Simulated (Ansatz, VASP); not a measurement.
CoO: VASP beside Ansatz

```
CELL_PARAMETERS angstrom
3.26036 0.00000 0.00000
-1.63018 2.82356 0.00000
0.00000 0.00000 5.33126
ATOMIC_POSITIONS crystal
Co 0.33333 0.66667 0.50336
Co 0.00000 0.00000 0.00347
O 0.33333 0.66667 0.87156
O 0.00000 0.00000 0.37161
```

Change from the starting cell: volume scaled by 1.06.

Alike in both runs: task single point; functional LDA; k mesh 10 × 10 × 5; occupations fermi-dirac, width 0.05 eV; collinear spin.

|  | VASP | Ansatz |
| --- | --- | --- |
| version | VASP 6.6.1 | Ansatz 0.2.0 |
| potentials or method | VASP PAW LDA potentials, release 64 (Co, O), cutoff 520 eV | all-electron LAPW, scalar-relativistic |

```csv
,VASP,Ansatz,Ansatz less VASP
gap on the k mesh at the Fermi level (eV),none,none,-
pressure (GPa),-20.5,-22.6,-2.12
"traceless stress, the component that is largest in VASP (GPa)",1.20,0.85,-0.345
rms of the force components (eV/Å),0.108,0.040,-0.0681
net moment per atom (μB),1.44,0.00,-1.436
size of the moment on the site where the two differ most (μB),2.44,2.21,-0.230
```

The net moments are unlike, so the other rows may belong to different states. LDA's correlation is that of Perdew and Zunger in VASP and of Perdew and Wang (1992) in Ansatz. Site moments also hang on the region over which each program counts them. Atom by atom the forces differ by 0.148 eV/Å (rms over components). A gap of «none» marks a metal or a gap that the smearing closes. Ansatz ran all-electron here, and VASP with PAW potentials.
